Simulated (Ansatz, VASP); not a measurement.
## Two plane-wave programs on CaSi3N2

```xyz
6
Lattice="3.7722 0.0000 0.0000 -1.8861 3.2669 0.0000 0.0000 0.0000 7.9233" Properties=species:S:1:pos:R:3 pbc="T T T"
Ca    0.0000    0.0000    0.0000
Si    0.0000    0.0000    3.9616
Si    0.0000    2.1779    0.0000
Si    0.0000    2.1779    3.9616
N     1.8861    1.0890    1.9639
N     1.8861    1.0890    5.9593
```

Change from the starting cell: species swapped into the Eu2Si3Au type (P-6m2, No. 187).

Alike in both runs: task single point; functional PBE; k mesh 6 × 6 × 2; occupations gaussian, width 0.1 eV; no spin polarisation.

|  | VASP | Ansatz |
| --- | --- | --- |
| version | VASP 6.6.1 | Ansatz 0.2.0 |
| potentials or method | VASP PAW PBE potentials, release 64 (Ca_sv, Si, N), cutoff 600 eV | scalar-relativistic, plane waves, PAW |
| valence electrons in the cell | 32 | 32 |

|  | VASP | Ansatz | Ansatz less VASP |
| --- | --- | --- | --- |
| gap on the k mesh at the Fermi level (eV) | none | none | - |
| pressure (GPa) | 11.3 | 11.2 | -0.07 |
| traceless stress, the component that is largest in VASP (GPa) | -38.06 | -37.98 | +0.087 |
| rms of the force components (eV/Å) | 0.620 | 0.622 | +0.0021 |

Atom by atom the forces differ by 0.002 eV/Å (rms over components). A gap of «none» marks a metal or a gap that the smearing closes. With one functional, cell and mesh, what is left measures potentials, basis and numerics.

The k mesh is coarse, so the values compare programs but aren't converged.
